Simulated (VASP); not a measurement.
# PbO2 in VASP: single point with PBE

Aim: the single point of PbO2 with PBE.

Everything below comes from runs of VASP 6.6.1. Logs are shortened: lines on timing, memory, paths and dates and some standing lists are left out, and cuts for length are marked.

### 1 The cell of the first run

The cell holds a slab with vacuum, 24 atoms: a = 5.083 Å, b = 6.139 Å, c = 25.306 Å, α = 90.00°, β = 90.00°, γ = 90.00°.

### 2 Single point, PBE

The input, INCAR:

```
SYSTEM = PbO2
  ALGO = Normal
  DIPOL = 0.5 0.5 0.500
  EDIFF = 1E-6
  ENCUT = 520
  GGA = PE
  IDIPOL = 3
  ISIF = 2
  ISMEAR = 0
  KPAR = 4
  LASPH = .TRUE.
  LCHARG = .FALSE.
  LDIPOL = .TRUE.
  LREAL = Auto
  LWAVE = .FALSE.
  NBANDS = 122
  NELM = 100
  PREC = Accurate
  SIGMA = 0.1
```

The input, KPOINTS:

```
k-points
0
G
  7 6 1
  0 0 0
```

The input, POSCAR:

```
PbO2
1.0
    5.0826191380      0.0000000000      0.0000000000
    0.0000000000      6.1386006885      0.0000000000
    0.0000000000      0.0000000000     25.3061296212
O Pb
16 8
Direct
    0.1919966928      0.9743953093      0.2963708837
    0.3080033072      0.4743953093      0.2963708837
    0.6919966928      0.8966959524      0.3657495635
    0.8080033072      0.3966959524      0.3657495635
    0.1919966928      0.6599409401      0.4089974013
    0.3080033072      0.1599409401      0.4089974013
    0.6919966928      0.5822415832      0.4783760811
    0.8080033072      0.0822415832      0.4783760811
    0.1919966928      0.3454865710      0.5216239189
    0.3080033072      0.8454865710      0.5216239189
    0.6919966928      0.2677872140      0.5910025987
    0.8080033072      0.7677872140      0.5910025987
    0.1919966928      0.0310322018      0.6342504365
    0.3080033072      0.5310322018      0.6342504365
    0.6919966928      0.9533328449      0.7036291163
    0.8080033072      0.4533328449      0.7036291163
    0.0000000000      0.6855456308      0.3310602236
    0.5000000000      0.1855456308      0.3310602236
    0.0000000000      0.3710912617      0.4436867412
    0.5000000000      0.8710912617      0.4436867412
    0.0000000000      0.0566368925      0.5563132588
    0.5000000000      0.5566368925      0.5563132588
    0.0000000000      0.7421825233      0.6689397764
    0.5000000000      0.2421825233      0.6689397764
```

Potentials or basis: VASP PAW PBE potentials, release 64 (O, Pb_d).

The run is started by

```bash
$ cat potpaw_PBE.64/O/POTCAR potpaw_PBE.64/Pb_d/POTCAR > POTCAR
$ mpirun -np 4 vasp_std > vasp.out
```

OUTCAR:

```text
SYSTEM = PbO2
   EDIFF = 1E-6
   ENCUT = 520
   GGA = PE
   ISIF = 2
   ISMEAR = 0
   LASPH = .TRUE.
   LREAL = Auto
   NELM = 100
   PREC = Accurate

 ion  position               nearest neighbor table
   1  0.192  0.974  0.296-  17 2.21  18 2.21
   2  0.308  0.474  0.296-  18 2.21  17 2.21
   3  0.692  0.897  0.366-  18 2.21  20 2.21  17 2.21
   4  0.808  0.397  0.366-  17 2.21  19 2.21  18 2.21
   5  0.192  0.660  0.409-  19 2.21  17 2.21  20 2.21
   6  0.308  0.160  0.409-  20 2.21  18 2.21  19 2.21
   7  0.692  0.582  0.478-  20 2.21  22 2.21  19 2.21
   8  0.808  0.082  0.478-  19 2.21  21 2.21  20 2.21
   9  0.192  0.345  0.522-  21 2.21  19 2.21  22 2.21
  10  0.308  0.845  0.522-  22 2.21  20 2.21  21 2.21
  11  0.692  0.268  0.591-  22 2.21  24 2.21  21 2.21
  12  0.808  0.768  0.591-  21 2.21  23 2.21  22 2.21
  13  0.192  0.031  0.634-  23 2.21  21 2.21  24 2.21
  14  0.308  0.531  0.634-  24 2.21  22 2.21  23 2.21
  15  0.692  0.953  0.704-  24 2.21  23 2.21
  16  0.808  0.453  0.704-  23 2.21  24 2.21
  17  0.000  0.686  0.331-   4 2.21   1 2.21   5 2.21   2 2.21   3 2.21  19 3.44  18 3.98  18 3.98
                            18 3.98  18 3.98  20 3.98  20 3.98
  18  0.500  0.186  0.331-   3 2.21   2 2.21   6 2.21   1 2.21   4 2.21  20 3.44  17 3.98  17 3.98
                            17 3.98  17 3.98  19 3.98  19 3.98
  19  0.000  0.371  0.444-   5 2.21   8 2.21   4 2.21   9 2.21   7 2.21   6 2.21  17 3.44  21 3.44
                            20 3.98  20 3.98  20 3.98  20 3.98  22 3.98  22 3.98  18 3.98  18 3.98
  20  0.500  0.871  0.444-   6 2.21   7 2.21   3 2.21  10 2.21   8 2.21   5 2.21  18 3.44  22 3.44
                            19 3.98  19 3.98  19 3.98  19 3.98  21 3.98  21 3.98  17 3.98  17 3.98
  21  0.000  0.057  0.556-  12 2.21   9 2.21  13 2.21   8 2.21  11 2.21  10 2.21  23 3.44  19 3.44
                            22 3.98  22 3.98  22 3.98  22 3.98  24 3.98  24 3.98  20 3.98  20 3.98
  22  0.500  0.557  0.556-  11 2.21  10 2.21  14 2.21   7 2.21  12 2.21   9 2.21  24 3.44  20 3.44
                            21 3.98  21 3.98  21 3.98  21 3.98  23 3.98  23 3.98  19 3.98  19 3.98
  23  0.000  0.742  0.669-  16 2.21  13 2.21  12 2.21  14 2.21  15 2.21  21 3.44  24 3.98  24 3.98
                            24 3.98  24 3.98  22 3.98  22 3.98
  24  0.500  0.242  0.669-  15 2.21  14 2.21  11 2.21  13 2.21  16 2.21  22 3.44  23 3.98  23 3.98
                            23 3.98  23 3.98  21 3.98  21 3.98

  LATTYP: Found a simple orthorhombic cell.
 ALAT       =     5.0826191380
 B/A-ratio  =     1.2077632657
 C/A-ratio  =     4.9789545378

  Lattice vectors:

 A1 = (   5.0826191380,   0.0000000000,   0.0000000000)
 A2 = (   0.0000000000,   6.1386006885,   0.0000000000)
 A3 = (   0.0000000000,   0.0000000000,  25.3061296212)

Analysis of symmetry for initial positions (statically):
=====================================================================
 Subroutine PRICEL returns:
 Original cell was already a primitive cell.

 Routine SETGRP: Setting up the symmetry group for a
 simple orthorhombic supercell.

 Subroutine GETGRP returns: Found  4 space group operations
 (whereof  1 operations were pure point group operations)
 out of a pool of  8 trial point group operations.

The static configuration has the point symmetry C_1 .
 The point group associated with its full space group is C_2h.

Analysis of symmetry for dynamics (positions and initial velocities):
=====================================================================
 Subroutine PRICEL returns:
 Original cell was already a primitive cell.

 Routine SETGRP: Setting up the symmetry group for a
 simple orthorhombic supercell.

 Subroutine GETGRP returns: Found  4 space group operations
 (whereof  1 operations were pure point group operations)
 out of a pool of  8 trial point group operations.

The dynamic configuration has the point symmetry C_1 .
 The point group associated with its full space group is C_2h.

 Subroutine INISYM returns: Found  4 space group operations
 (whereof  1 operations are pure point group operations),
 and found     1 'primitive' translations

----------------------------------------------------------------------------------------

                                     Primitive cell

  volume of cell :     789.5555

  direct lattice vectors                    reciprocal lattice vectors
     5.082619138  0.000000000  0.000000000     0.196748954  0.000000000  0.000000000
     0.000000000  6.138600689  0.000000000     0.000000000  0.162903575  0.000000000
     0.000000000  0.000000000 25.306129621     0.000000000  0.000000000  0.039516118

  length of vectors
[... 66 lines left out ...]
     0.028106993  0.000000000  0.000000000     0.142857143  0.000000000  0.000000000
     0.000000000  0.027150596  0.000000000     0.000000000  0.166666667  0.000000000
     0.000000000  0.000000000  0.039516118     0.000000000  0.000000000  1.000000000

  Length of vectors
     0.028106993  0.027150596  0.039516118

  Shift w.r.t. Gamma in fractional coordinates (k-lattice)
     0.000000000  0.000000000  0.000000000

 Subroutine IBZKPT returns following result:
 ===========================================

 Found     16 irreducible k-points:

 Following reciprocal coordinates:
            Coordinates               Weight
  0.000000  0.000000  0.000000      1.000000
  0.142857  0.000000  0.000000      2.000000
  0.285714  0.000000  0.000000      2.000000
  0.428571  0.000000  0.000000      2.000000
  0.000000  0.166667  0.000000      2.000000
  0.142857  0.166667  0.000000      4.000000
[... 8 lines left out ...]
  0.285714  0.500000  0.000000      2.000000
  0.428571  0.500000  0.000000      2.000000
   k-points           NKPTS =     16   k-points in BZ     NKDIM =     16   number of bands    NBANDS=    122
   number of dos      NEDOS =    301   number of ions     NIONS =     24
   total plane-waves  NPLWV = 368640
   dimension x,y,z NGX =    40 NGY =   48 NGZ =  192
   dimension x,y,z NGXF=    80 NGYF=   96 NGZF=  384
   ions per type =              16   8
   NGX,Y,Z   is equivalent  to a cutoff of  13.08, 13.00, 12.61 a.u.
   NGXF,Y,Z  is equivalent  to a cutoff of  26.17, 26.00, 25.23 a.u.
 SYSTEM =  PbO2
   PREC   = accura    normal or accurate (medium, high low for compatibility)
   ISTART =      0    job   : 0-new  1-cont  2-samecut
   ICHARG =      2    charge: 1-file 2-atom 10-const
   ISPIN  =      1    spin polarized calculation?
   LNONCOLLINEAR =      F non collinear calculations
   LSORBIT =      F    spin-orbit coupling
   LASPH  =      T    aspherical Exc in radial PAW
   ENCUT  =  520.0 eV  38.22 Ry    6.18 a.u.   9.45 11.41 47.05*2*pi/ulx,y,z
   NELM   =    100;   NELMIN=  2; NELMDL= -5     # of ELM steps
   EDIFF  = 0.1E-05   stopping-criterion for ELM
   LREAL  =      T    real-space projection
   EDIFFG = 0.1E-04   stopping-criterion for IOM
   NSW    =      0    number of steps for IOM
[... 5 lines left out ...]
   TEBEG  =    0.0;   TEEND  =   0.0 temperature during run
   PSTRESS=    0.0 pullay stress
   NELECT =     208.0000    total number of electrons
   NUPDOWN=      -1.0000    fix difference up-down
   EMIN   =  10.00;   EMAX   =-10.00  energy-range for DOS
   EFERMI =   0.00;   METHOD = LEGACY
   ISMEAR =     0;   SIGMA  =   0.10  broadening in eV -4-tet -1-fermi 0-gaus
   EFERMI_NEDOS =   21; number of points for ismear=-14 and -15
   IALGO  =     38    algorithm
   IMIX   =      4    mixing-type and parameters
     AMIX     =   0.40;   BMIX     =  1.00
     AMIX_MAG =   1.60;   BMIX_MAG =  1.00
  volume/ion in A,a.u.               =      32.90       222.01
  Fermi-wavevector in a.u.,A,eV,Ry     =   1.049466  1.983203 14.985170  1.101379
  Thomas-Fermi vector in A             =   2.184430
   LORBIT       =      0    0 simple, 1 ext, 2 COOP (PROOUT), +10 PAW based schemes
   GGA     = PE    functional components
   LHFCALC =     F    Hartree Fock is set to
   AEXX    =    0.0000 exact exchange contribution
   IVDW    =     0    specifies the selected vdW correction
   LEPSILON=     F    determine dielectric tensor
   LRPA    =     F    only Hartree local field effects (RPA)
 non-spin polarized calculation
 Gauss-broadening in eV      SIGMA  =   0.10
  energy-cutoff  :      520.00
  volume of cell :      789.56
 maximum number of plane-waves:     21311
 NGX is ok and might be reduce to    40
   NGX = 19   NGY = 23   NGZ = 95

 dipolmoment           0.000000      0.000000     -0.000000 electrons x Angstroem

 number of electron     208.0000013 magnetization

 dipolmoment           0.000000      0.000000      0.000000 electrons x Angstroem

 Free energy of the ion-electron system (eV)
  ---------------------------------------------------
  ext. energy  EPLUGINS =         0.00000000
  ---------------------------------------------------
  free energy    TOTEN  =      -123.26901245 eV

  energy without entropy =     -123.24727902  energy(sigma->0) =     -123.25814574

 E-fermi :  -1.9990     XC(G=0):  -5.2241

 val. band max:       -2.0442778120   @ k =   0.0000   0.1667   0.0000
 cond. band min:      -1.9862092498   @ k =   0.0000   0.0000   0.0000
 fundamental gap:      0.0580685622
 Fermi energy:        -1.9990261945

 k-point     1 :       0.0000    0.0000    0.0000
  band No.  band energies     occupation
      1     -20.0469      2.00000
      2     -20.0450      2.00000
      3     -19.9690      2.00000
      4     -19.9663      2.00000
      5     -19.7995      2.00000
      6     -19.7528      2.00000
[... 1893 lines left out ...]
    115       3.8913      0.00000
    116       3.8913      0.00000
 [bands above 116 left out]

------------------------ aborting loop because EDIFF is reached ----------------------------------------

 vacuum level on the upper side and lower side of the slab       (xc-potential included)        -0.102        -0.102

  FORCE on cell =-STRESS in cart. coord.  units (eV):
  Direction    XX          YY          ZZ          XY          YZ          ZX
  --------------------------------------------------------------------------------------
  -------------------------------------------------------------------------------------
  Total       -7.9433764    -10.2995096      3.0260496      0.0000000     -0.0743317      0.0000000
  in kB      -16.1188126    -20.8999116      6.1405030      0.0000000     -0.1508350      0.0000000
  external PRESSURE =     -10.2927404 kB  Pullay stress =       0.0000000 kB

 VOLUME and BASIS-vectors are now :
 -----------------------------------------------------------------------------
  energy-cutoff  :      520.00
  volume of cell :      789.56
      direct lattice vectors                 reciprocal lattice vectors
     5.082619138  0.000000000  0.000000000     0.196748954  0.000000000  0.000000000
     0.000000000  6.138600689  0.000000000     0.000000000  0.162903575  0.000000000
     0.000000000  0.000000000 25.306129621     0.000000000  0.000000000  0.039516118

 POSITION                                       TOTAL-FORCE (eV/Angst)
 -----------------------------------------------------------------------------------
      0.97585      5.98142      7.50000        -0.309292     -0.267345     -0.096393
      1.56546      2.91212      7.50000         0.309292     -0.267345     -0.096393
      3.51716      5.50446      9.25571         0.271031     -0.043344     -0.591094
      4.10677      2.43516      9.25571        -0.271031     -0.043344     -0.591094
      0.97585      4.05111     10.35014        -0.090862     -0.077525      0.113267
      1.56546      0.98181     10.35014         0.090862     -0.077525      0.113267
[... 16 lines left out ...]
      0.00000      4.55596     16.92828        -1.614008     -0.401271     -0.229855
      2.54131      1.48666     16.92828         1.614008     -0.401271     -0.229855
 -----------------------------------------------------------------------------------
    total drift:                                0.000000     -0.000010      0.000013

  FREE ENERGIE OF THE ION-ELECTRON SYSTEM (eV)
  ---------------------------------------------------
  free  energy   TOTEN  =      -123.2690124549 eV

  energy  without entropy=     -123.2472790192  energy(sigma->0) =     -123.25814574

 vacuum level on the upper side and lower side of the slab         4.800         4.800
```

It took 11 min on 4 MPI ranks of Intel Xeon Platinum 8375C at 2.90GHz (Ice Lake), shared host; peak memory 1.3 GiB.

Results:

```
Free energy            : -123.2690 eV
Largest force          : 1.679 eV/Å
Band gap on the k mesh : 0.06 eV
```

Forces on the atoms (eV/Å):
```
O   -0.309 -0.267 -0.096
O    0.309 -0.267 -0.096
O    0.271 -0.043 -0.591
O   -0.271 -0.043 -0.591
O   -0.091 -0.078  0.113
O    0.091 -0.078  0.113
O    0.041  0.016 -0.129
O   -0.041  0.016 -0.129
O    0.041 -0.016  0.129
O   -0.041 -0.016  0.129
O   -0.091  0.078 -0.113
O    0.091  0.078 -0.113
O    0.271  0.043  0.591
O   -0.271  0.043  0.591
O   -0.309  0.267  0.096
O    0.309  0.267  0.096
Pb   1.614  0.401  0.230
Pb  -1.614  0.401  0.230
Pb   0.307 -0.006  0.326
Pb  -0.307 -0.006  0.326
Pb  -0.307  0.006 -0.326
Pb   0.307  0.006 -0.326
Pb  -1.614 -0.401 -0.230
Pb   1.614 -0.401 -0.230
```

Caveat: spin-orbit coupling is left out, which moves the levels of the heavy elements.
